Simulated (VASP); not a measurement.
Wanted: the native input for a VASP 6.6.1 run.

```
Task                   : single point
Functional             : PBE
Dispersion             : D3(BJ)
Potentials or basis    : VASP PAW PBE potentials, release 64 (Nb_sv, C)
Cutoff                 : 600 eV
k mesh                 : 10 × 10 × 10
Occupations            : gaussian, width 0.05 eV
Spin                   : no spin polarisation
Dipole correction      : no
Further INCAR settings : ALGO = Normal; EDIFF = 1e-06; NBANDS = 16
```

The structure of NbC lies in POSCAR:

```
NbC
1.0
    0.0000000000      2.2569663991      2.2569663991
    2.2569663991      0.0000000000      2.2569663991
    2.2569663991      2.2569663991      0.0000000000
Nb C
1 1
Direct
    0.0000000000      0.0000000000      0.0000000000
    0.5000000000      0.5000000000      0.5000000000
```

This cell differs from its parent crystal: volume scaled by 1.04.

The input as run:

INCAR

```
PREC = Accurate ; ENCUT = 600
EDIFF = 1E-6 ; ISMEAR = 0
SIGMA = 0.05 ; LREAL = False
LASPH = True ; NELM = 120
ALGO = Normal ; ISIF = 2
LWAVE = False ; LCHARG = True
GGA = PE ; IVDW = 12
LELF = True ; LVHAR = True
NBANDS = 16 ; GGA_COMPAT = False
```

KPOINTS

```
Automatic mesh
0
Gamma
  10 10 10
```

Potentials or basis: VASP PAW PBE potentials, release 64 (Nb_sv, C).

Command:

```sh
$ cat potpaw_PBE.64/Nb_sv/POTCAR potpaw_PBE.64/C/POTCAR > POTCAR
$ mpirun -np 1 vasp_std > vasp.out
```

Results of the run:

```json
{
  "Pressure": "-13.1 GPa",
  "Dispersion energy per atom": "-0.475 eV"
}
```

Caveat: three body term missing; pairwise dispersion overbinds metals, which lowers pressure and volume.

Run time: 15 s on 1 thread of Intel(R) Xeon(R) 6975P-C (Granite Rapids) (shared host), peak memory 0.18 GiB.
